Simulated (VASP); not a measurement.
# TiSi16 (a cell with a defect) in VASP: further runs

The runs below take TiSi16 (a cell with a defect) through single point, relaxation of the atoms, with LDA.

Everything below comes from runs of VASP 6.6.1. Logs are shortened: lines on timing, memory, paths and dates and some standing lists are left out, and cuts for length are marked.

## 1. The cell of the first run

The cell holds a defect, 17 atoms: a = 7.679 Å, b = 7.679 Å, c = 7.679 Å, α = 60.00°, β = 60.00°, γ = 60.00°.

## 2. Single point, LDA

Contents of INCAR:

```
SYSTEM = TiSi16
PREC = Accurate
ENCUT = 520
EDIFF = 1E-6
ISMEAR = 0
SIGMA = 0.05
LREAL = Auto
LASPH = .TRUE.
NELM = 80
ALGO = Normal
ISIF = 2
LWAVE = .FALSE.
LCHARG = .FALSE.
NBANDS = 52
```

Contents of KPOINTS:

```
Automatic mesh
0
G
  2 2 2
  0 0 0
```

Contents of POSCAR:

```
TiSi16
1.0
    0.0000000000      5.4300000000      5.4300000000
    5.4300000000      0.0000000000      5.4300000000
    5.4300000000      5.4300000000      0.0000000000
Si Ti
16 1
Direct
   -0.0028002949      0.0031104846      0.0026684967
    0.1295191686      0.1236730148      0.1233694748
   -0.0028340390      0.0031388479      0.4969476620
    0.1213244163      0.1366275867      0.6209976081
   -0.0030746097      0.4972795823      0.0028721189
    0.1212310923      0.6215393320      0.1360341042
    0.0000747612      0.5002751861      0.4997919344
    0.1212034217      0.6215461506      0.6211497315
    0.5000042685      0.0004122210     -0.0002287808
    0.6236094448      0.1238899752      0.1231661664
    0.5031569963      0.0033702440      0.4967163972
    0.6235796451      0.1239206688      0.6292944236
    0.5028643482      0.4975159192      0.0026355901
    0.6233378292      0.6299019706      0.1233759746
    0.5028251989      0.4975495052      0.4969780501
    0.6363344780      0.6216386110      0.6210043695
    0.2500388745      0.7504303998      0.7497339788
```

Potentials or basis: VASP PAW LDA potentials, release 64 (Si, Ti_sv).

Command:

```console
$ cat potpaw_LDA.64/Si/POTCAR potpaw_LDA.64/Ti_sv/POTCAR > POTCAR
$ mpirun -np 1 vasp_std > vasp.out
```

OUTCAR:

```text
SYSTEM = TiSi16
   PREC = Accurate
   ENCUT = 520
   EDIFF = 1E-6
   ISMEAR = 0
   LREAL = Auto
   LASPH = .TRUE.
   NELM = 80
   ISIF = 2

 ion  position               nearest neighbor table
   1  0.997  0.003  0.003-   2 2.34  10 2.34   6 2.39   4 2.39  17 2.75
   2  0.130  0.124  0.123-   9 2.32   3 2.34   1 2.34   5 2.34
   3  0.997  0.003  0.497-   2 2.34  12 2.34   8 2.39   4 2.39  17 2.75
   4  0.121  0.137  0.621-   7 2.28   1 2.39   3 2.39  11 2.39  17 2.42
   5  0.997  0.497  0.003-  14 2.34   2 2.34   8 2.39   6 2.39  17 2.75
   6  0.121  0.622  0.136-   7 2.28   1 2.39  13 2.39   5 2.39  17 2.42
   7  0.000  0.500  0.500-   4 2.28  16 2.28   8 2.28   6 2.28
   8  0.121  0.622  0.621-   7 2.28   3 2.39  15 2.39   5 2.39  17 2.42
   9  0.500  0.000  1.000-  12 2.32  10 2.32   2 2.32  14 2.32
  10  0.624  0.124  0.123-   9 2.32  11 2.34   1 2.34  13 2.34
  11  0.503  0.003  0.497-  10 2.34  12 2.34  16 2.39   4 2.39  17 2.75
  12  0.624  0.124  0.629-   9 2.32  11 2.34   3 2.34  15 2.34
  13  0.503  0.498  0.003-  14 2.34  10 2.34  16 2.39   6 2.39  17 2.75
  14  0.623  0.630  0.123-   9 2.32   5 2.34  13 2.34  15 2.34
  15  0.503  0.498  0.497-  14 2.34  12 2.34   8 2.39  16 2.39  17 2.75
  16  0.636  0.622  0.621-   7 2.28  15 2.39  13 2.39  11 2.39  17 2.42
  17  0.250  0.750  0.750-   4 2.42  16 2.42   6 2.42   8 2.42   1 2.75  15 2.75   3 2.75  13 2.75
                            11 2.75   5 2.75

  LATTYP: Found a face centered cubic cell.
 ALAT       =    10.8600000000

  Lattice vectors:

 A1 = (   0.0000000000,   5.4300000000,   5.4300000000)
 A2 = (   5.4300000000,   0.0000000000,   5.4300000000)
 A3 = (   5.4300000000,   5.4300000000,   0.0000000000)

Analysis of symmetry for initial positions (statically):
=====================================================================
 Subroutine PRICEL returns:
 Original cell was already a primitive cell.

 Routine SETGRP: Setting up the symmetry group for a
 face centered cubic supercell.

 Subroutine GETGRP returns: Found  1 space group operations
 (whereof  1 operations were pure point group operations)
 out of a pool of 48 trial point group operations.

The static configuration has the point symmetry C_1 .

Analysis of symmetry for dynamics (positions and initial velocities):
=====================================================================
 Subroutine PRICEL returns:
 Original cell was already a primitive cell.

 Routine SETGRP: Setting up the symmetry group for a
 face centered cubic supercell.

 Subroutine GETGRP returns: Found  1 space group operations
 (whereof  1 operations were pure point group operations)
 out of a pool of 48 trial point group operations.

The dynamic configuration has the point symmetry C_1 .

 Subroutine INISYM returns: Found  1 space group operations
 (whereof  1 operations are pure point group operations),
 and found     1 'primitive' translations

----------------------------------------------------------------------------------------

                                     Primitive cell

  volume of cell :     320.2060

  direct lattice vectors                    reciprocal lattice vectors
     0.000000000  5.430000000  5.430000000    -0.092081031  0.092081031  0.092081031
     5.430000000  0.000000000  5.430000000     0.092081031 -0.092081031  0.092081031
     5.430000000  5.430000000  0.000000000     0.092081031  0.092081031 -0.092081031

  length of vectors
     7.679179644  7.679179644  7.679179644     0.159489025  0.159489025  0.159489025

  position of ions in fractional coordinates (direct lattice)
     0.997199705  0.003110485  0.002668497
     0.129519169  0.123673015  0.123369475
     0.997165961  0.003138848  0.496947662
     0.121324416  0.136627587  0.620997608
     0.996925390  0.497279582  0.002872119
     0.121231092  0.621539332  0.136034104
[... 9 lines left out ...]
     0.636334478  0.621638611  0.621004369
     0.250038874  0.750430400  0.749733979

  ion indices of the primitive-cell ions
   primitive index   ion index
                 1           1
                 2           2
                 3           3
                 4           4
                 5           5
                 6           6
[... 9 lines left out ...]
                16          16
                17          17

----------------------------------------------------------------------------------------

 KPOINTS: Automatic mesh

Automatic generation of k-mesh.
 Grid dimensions read from file:
 generate k-points for:    2    2    2

 Generating k-lattice:

  Cartesian coordinates                     Fractional coordinates (reciprocal lattice)
    -0.046040516  0.046040516  0.046040516     0.500000000  0.000000000  0.000000000
     0.046040516 -0.046040516  0.046040516     0.000000000  0.500000000  0.000000000
     0.046040516  0.046040516 -0.046040516     0.000000000  0.000000000  0.500000000

  Length of vectors
     0.079744512  0.079744512  0.079744512

  Shift w.r.t. Gamma in fractional coordinates (k-lattice)
     0.000000000  0.000000000  0.000000000

 Subroutine IBZKPT returns following result:
 ===========================================

 Found      8 irreducible k-points:

 Following reciprocal coordinates:
            Coordinates               Weight
  0.000000  0.000000  0.000000      1.000000
  0.500000  0.000000  0.000000      1.000000
  0.000000  0.500000  0.000000      1.000000
  0.000000  0.000000  0.500000      1.000000
  0.500000  0.500000  0.500000      1.000000
  0.500000  0.500000  0.000000      1.000000
  0.000000  0.500000  0.500000      1.000000
  0.500000  0.000000  0.500000      1.000000
   k-points           NKPTS =      8   k-points in BZ     NKDIM =      8   number of bands    NBANDS=     52
   number of dos      NEDOS =    301   number of ions     NIONS =     17
   total plane-waves  NPLWV = 216000
   dimension x,y,z NGX =    60 NGY =   60 NGZ =   60
   dimension x,y,z NGXF=   120 NGYF=  120 NGZF=  120
   ions per type =              16   1
   NGX,Y,Z   is equivalent  to a cutoff of  12.99, 12.99, 12.99 a.u.
   NGXF,Y,Z  is equivalent  to a cutoff of  25.98, 25.98, 25.98 a.u.
 SYSTEM =  TiSi16
   PREC   = accura    normal or accurate (medium, high low for compatibility)
   ISTART =      0    job   : 0-new  1-cont  2-samecut
   ICHARG =      2    charge: 1-file 2-atom 10-const
   ISPIN  =      1    spin polarized calculation?
   LNONCOLLINEAR =      F non collinear calculations
   LSORBIT =      F    spin-orbit coupling
   LASPH  =      T    aspherical Exc in radial PAW
   ENCUT  =  520.0 eV  38.22 Ry    6.18 a.u.  14.28 14.28 14.28*2*pi/ulx,y,z
   NELM   =     80;   NELMIN=  2; NELMDL= -5     # of ELM steps
   EDIFF  = 0.1E-05   stopping-criterion for ELM
   LREAL  =      T    real-space projection
   EDIFFG = 0.1E-04   stopping-criterion for IOM
   NSW    =      0    number of steps for IOM
   IBRION =     -1    ionic relax: 0-MD 1-quasi-New 2-CG
   NFREE  =      0    steps in history (QN), initial steepest desc. (CG)
   ISIF   =      2    stress and relaxation
   ISYM   =      2    0-nonsym 1-usesym 2-fastsym
   POTIM  = 0.5000    time-step for ionic-motion
   TEBEG  =    0.0;   TEEND  =   0.0 temperature during run
   PSTRESS=    0.0 pullay stress
   NELECT =      76.0000    total number of electrons
   NUPDOWN=      -1.0000    fix difference up-down
   EMIN   =  10.00;   EMAX   =-10.00  energy-range for DOS
   EFERMI =   0.00;   METHOD = LEGACY
   ISMEAR =     0;   SIGMA  =   0.05  broadening in eV -4-tet -1-fermi 0-gaus
   EFERMI_NEDOS =   21; number of points for ismear=-14 and -15
   IALGO  =     38    algorithm
   IMIX   =      4    mixing-type and parameters
     AMIX     =   0.40;   BMIX     =  1.00
     AMIX_MAG =   1.60;   BMIX_MAG =  1.00
  volume/ion in A,a.u.               =      18.84       127.11
  Fermi-wavevector in a.u.,A,eV,Ry     =   1.013607  1.915439 13.978610  1.027399
  Thomas-Fermi vector in A             =   2.146786
   LORBIT       =      0    0 simple, 1 ext, 2 COOP (PROOUT), +10 PAW based schemes
   GGA     = CA    functional components
   LHFCALC =     F    Hartree Fock is set to
   AEXX    =    0.0000 exact exchange contribution
   IVDW    =     0    specifies the selected vdW correction
   LEPSILON=     F    determine dielectric tensor
   LRPA    =     F    only Hartree local field effects (RPA)
 non-spin polarized calculation
 Gauss-broadening in eV      SIGMA  =   0.05
  energy-cutoff  :      520.00
  volume of cell :      320.21
 maximum number of plane-waves:      8646
 NGX is ok and might be reduce to    60
   NGX = 29   NGY = 29   NGZ = 29

 number of electron      75.9999998 magnetization

 Free energy of the ion-electron system (eV)
  ---------------------------------------------------
  ext. energy  EPLUGINS =         0.00000000
  ---------------------------------------------------
  free energy    TOTEN  =      -102.04122256 eV

  energy without entropy =     -102.01810349  energy(sigma->0) =     -102.02966303

 E-fermi :   6.8119     XC(G=0):  -9.9272

 val. band max:        6.7711948979   @ k =   0.5000   0.5000   0.0000
 cond. band min:       6.8450216573   @ k =   0.0000   0.0000   0.5000
 fundamental gap:      0.0738267593
 Fermi energy:         6.8119279788

 k-point     1 :       0.0000    0.0000    0.0000
  band No.  band energies     occupation
      1     -49.2757      2.00000
      2     -26.0379      2.00000
      3     -26.0376      2.00000
      4     -26.0374      2.00000
      5      -5.7685      2.00000
      6      -3.5441      2.00000
[... 42 lines left out ...]
     49       8.0702      0.00000
     50       8.3684      0.00000

 k-point     2 :       0.5000    0.0000    0.0000
  band No.  band energies     occupation
      1     -49.2757      2.00000
      2     -26.0379      2.00000
      3     -26.0376      2.00000
      4     -26.0374      2.00000
      5      -5.0596      2.00000
      6      -4.8507      2.00000
[... 42 lines left out ...]
     49       9.1455      0.00000
     50       9.7915      0.00000

 k-point     3 :       0.0000    0.5000    0.0000
  band No.  band energies     occupation
      1     -49.2757      2.00000
      2     -26.0379      2.00000
      3     -26.0376      2.00000
      4     -26.0374      2.00000
      5      -5.0595      2.00000
      6      -4.8506      2.00000
[... 42 lines left out ...]
     49       9.1453      0.00000
     50       9.7915      0.00000

 k-point     4 :       0.0000    0.0000    0.5000
  band No.  band energies     occupation
      1     -49.2757      2.00000
      2     -26.0379      2.00000
      3     -26.0376      2.00000
      4     -26.0374      2.00000
      5      -5.0595      2.00000
      6      -4.8508      2.00000
[... 42 lines left out ...]
     49       9.1458      0.00000
     50       9.7916      0.00000

 k-point     5 :       0.5000    0.5000    0.5000
  band No.  band energies     occupation
      1     -49.2757      2.00000
      2     -26.0379      2.00000
      3     -26.0376      2.00000
      4     -26.0374      2.00000
      5      -5.0595      2.00000
      6      -4.8507      2.00000
[... 42 lines left out ...]
     49       9.1456      0.00000
     50       9.7918      0.00000

 k-point     6 :       0.5000    0.5000    0.0000
  band No.  band energies     occupation
      1     -49.2757      2.00000
      2     -26.0379      2.00000
      3     -26.0376      2.00000
      4     -26.0374      2.00000
      5      -4.7313      2.00000
      6      -4.6597      2.00000
[... 42 lines left out ...]
     49       9.7380      0.00000
     50      10.4194      0.00000

 k-point     7 :       0.0000    0.5000    0.5000
  band No.  band energies     occupation
      1     -49.2757      2.00000
      2     -26.0379      2.00000
      3     -26.0376      2.00000
      4     -26.0374      2.00000
      5      -4.7320      2.00000
      6      -4.6588      2.00000
[... 42 lines left out ...]
     49       9.7384      0.00000
     50      10.4189      0.00000

 k-point     8 :       0.5000    0.0000    0.5000
  band No.  band energies     occupation
      1     -49.2757      2.00000
      2     -26.0379      2.00000
      3     -26.0376      2.00000
      4     -26.0374      2.00000
      5      -4.7319      2.00000
      6      -4.6589      2.00000
[... 42 lines left out ...]
     49       9.7384      0.00000
     50      10.4190      0.00000
 [bands above 50 left out]

------------------------ aborting loop because EDIFF is reached ----------------------------------------

  FORCE on cell =-STRESS in cart. coord.  units (eV):
  Direction    XX          YY          ZZ          XY          YZ          ZX
  --------------------------------------------------------------------------------------
  -------------------------------------------------------------------------------------
  Total        0.2557993      0.2494762      0.2154444      0.0003743      0.0044783     -0.0018671
  in kB        1.2799129      1.2482749      1.0779939      0.0018727      0.0224075     -0.0093423
  external PRESSURE =       1.2020605 kB  Pullay stress =       0.0000000 kB

 VOLUME and BASIS-vectors are now :
 -----------------------------------------------------------------------------
  energy-cutoff  :      520.00
  volume of cell :      320.21
      direct lattice vectors                 reciprocal lattice vectors
     0.000000000  5.430000000  5.430000000    -0.092081031  0.092081031  0.092081031
     5.430000000  0.000000000  5.430000000     0.092081031 -0.092081031  0.092081031
     5.430000000  5.430000000  0.000000000     0.092081031  0.092081031 -0.092081031

 POSITION                                       TOTAL-FORCE (eV/Angst)
 -----------------------------------------------------------------------------------
      0.03138      5.42928      5.43168         0.003814     -0.002227      0.002054
      1.34144      1.37319      1.37483        -0.000253      0.000616      0.003765
      2.71547      8.11304      5.43166         0.002243     -0.002825      0.002297
      4.11390      4.03081      1.40068        -0.004930      0.003819      0.003248
      2.71582      5.42890      8.11353         0.000201     -0.000308      0.007273
      4.11362      1.39695      4.03324         0.000344      0.001643     -0.006952
[... 9 lines left out ...]
      6.74755      6.82735      6.83079         0.001517     -0.000686      0.005488
      8.14589      5.42877      5.43255        -0.002333      0.000681      0.000289
 -----------------------------------------------------------------------------------
    total drift:                               -0.003289      0.001450      0.005156

  FREE ENERGIE OF THE ION-ELECTRON SYSTEM (eV)
  ---------------------------------------------------
  free  energy   TOTEN  =      -102.0412225571 eV

  energy  without entropy=     -102.0181034949  energy(sigma->0) =     -102.02966303
```

Run time: 3.6 min. Hardware: 1 thread of Intel Xeon Platinum 8259CL at 2.50GHz (Skylake/Cascade Lake), shared host; peak memory 0.39 GiB.

What came out:

```yaml
Free_energy: -102.0412 eV
Pressure: 0.1 GPa
Largest_force: 0.009 eV/Å
Band_gap_on_the_k_mesh: zero (bands 38 and 39 overlap by 0.41 eV)
```

Forces on the atoms (eV/Å):
```
Si   0.004 -0.002  0.002
Si   0.000  0.001  0.004
Si   0.002 -0.003  0.002
Si  -0.005  0.004  0.003
Si   0.000  0.000  0.007
Si   0.000  0.002 -0.007
Si   0.002 -0.002  0.002
Si   0.000 -0.001 -0.006
Si  -0.001  0.002 -0.004
Si  -0.001 -0.003 -0.002
Si   0.002 -0.001 -0.009
Si   0.003  0.001 -0.002
Si  -0.001  0.004  0.000
Si   0.001 -0.001  0.003
Si  -0.005  0.001  0.000
Si   0.002 -0.001  0.005
Ti  -0.002  0.001  0.000
```

Caveat: the k points lie up to 0.50 Å⁻¹ apart.

## 3. Single point, LDA

Contents of INCAR:

```
SYSTEM = TiSi16
ALGO = Normal
EDIFF = 1E-6
ENCUT = 520
ISIF = 2
ISMEAR = 0
LASPH = .TRUE.
LCHARG = .FALSE.
LREAL = Auto
LWAVE = .FALSE.
NBANDS = 52
NELM = 60
PREC = Accurate
SIGMA = 0.05
```

Contents of KPOINTS:

```
k-points
0
G
  2 2 2
  0 0 0
```

Contents of POSCAR:

```
TiSi16
1.0
    0.0000000000      5.4300000000      5.4300000000
    5.4300000000      0.0000000000      5.4300000000
    5.4300000000      5.4300000000      0.0000000000
Si Ti
16 1
Direct
    0.0008570198     -0.0045334315      0.0021022465
    0.1215067505      0.1278607384      0.1226057758
   -0.0115708980      0.0036467055      0.5041795991
    0.1216576842      0.1278181389      0.6285140977
    0.0008562431      0.5014181499      0.0020830944
    0.1242351453      0.6249756138      0.1256384514
    0.0008777248      0.5014171635      0.4961522379
    0.1216647858      0.6218990763      0.6284837608
    0.5030645433      0.0036464621     -0.0105228316
    0.6272419981      0.1278992038      0.1227986163
    0.5032295653      0.0037222460      0.5044010175
    0.6247195581      0.1247152667      0.6257465241
    0.4947431141      0.5014657429      0.0021700990
    0.6272411301      0.6219181437      0.1227764304
    0.5032549116      0.4885384201      0.5043613369
    0.6272363196      0.6220292972      0.6285870589
    0.3745617543      0.8748331428      0.3756531949
```

Potentials or basis: VASP PAW LDA potentials, release 64 (Si, Ti_sv).

Command:

```console
$ cat potpaw_LDA.64/Si/POTCAR potpaw_LDA.64/Ti_sv/POTCAR > POTCAR
$ mpirun -np 1 vasp_std > vasp.out
```

Run time: 3.3 min. Hardware: 1 thread of Intel Xeon Platinum 8259CL at 2.50GHz (Skylake/Cascade Lake), shared host; peak memory 0.39 GiB.

Results (log left out):

| Property | Result |
| --- | --- |
| Free energy | -102.0419 eV |
| Pressure | 0.1 GPa |
| Largest force | 0.010 eV/Å |
| Band gap on the k mesh | zero (bands 38 and 39 overlap by 0.40 eV) |

Forces in eV/Å, atoms in the order of the input:
```
Si  -0.002  0.001 -0.003
Si   0.000  0.000  0.001
Si   0.005 -0.002 -0.006
Si   0.000 -0.001  0.000
Si   0.002  0.001  0.002
Si  -0.003  0.001  0.004
Si  -0.002 -0.001  0.001
Si  -0.001 -0.001  0.000
Si  -0.005 -0.005  0.005
Si  -0.001  0.000  0.002
Si   0.006  0.005  0.004
Si  -0.002 -0.004  0.003
Si   0.002 -0.003 -0.002
Si  -0.002  0.000  0.001
Si  -0.004  0.005 -0.006
Si  -0.002  0.001  0.001
Ti   0.007  0.003 -0.007
```

Levels at points of the mesh, in eV from the Fermi level:
```csv
k point,band 33,band 34,band 35,band 36,band 37,band 38,band 39,band 40,band 41,band 42
"(0.00, 0.00, 0.00)",-1.67,-0.95,-0.95,-0.95,-0.38,-0.37,-0.37,-0.11,-0.11,0.22
"(0.50, 0.00, 0.00)",-1.94,-1.94,-1.30,-1.30,-0.29,0.03,0.03,0.44,0.44,0.80
"(0.00, 0.50, 0.00)",-1.94,-1.94,-1.30,-1.30,-0.29,0.03,0.04,0.44,0.44,0.80
"(0.00, 0.00, 0.50)",-1.94,-1.94,-1.30,-1.30,-0.29,0.03,0.04,0.44,0.44,0.80
"(0.50, 0.50, 0.50)",-1.94,-1.94,-1.30,-1.30,-0.29,0.03,0.04,0.44,0.44,0.80
"(0.50, 0.50, 0.00)",-2.40,-1.94,-1.94,-1.82,-0.72,-0.04,0.57,0.57,1.08,1.34
"(0.00, 0.50, 0.50)",-2.40,-1.94,-1.94,-1.82,-0.72,-0.04,0.57,0.57,1.08,1.34
"(0.50, 0.00, 0.50)",-2.40,-1.94,-1.94,-1.82,-0.72,-0.04,0.57,0.57,1.08,1.34
```

Caveat: the k points lie up to 0.50 Å⁻¹ apart.

(Part 1 of 2 ends here.)

The gap in the log of VASP goes by the Fermi energy; the results here count the filled bands.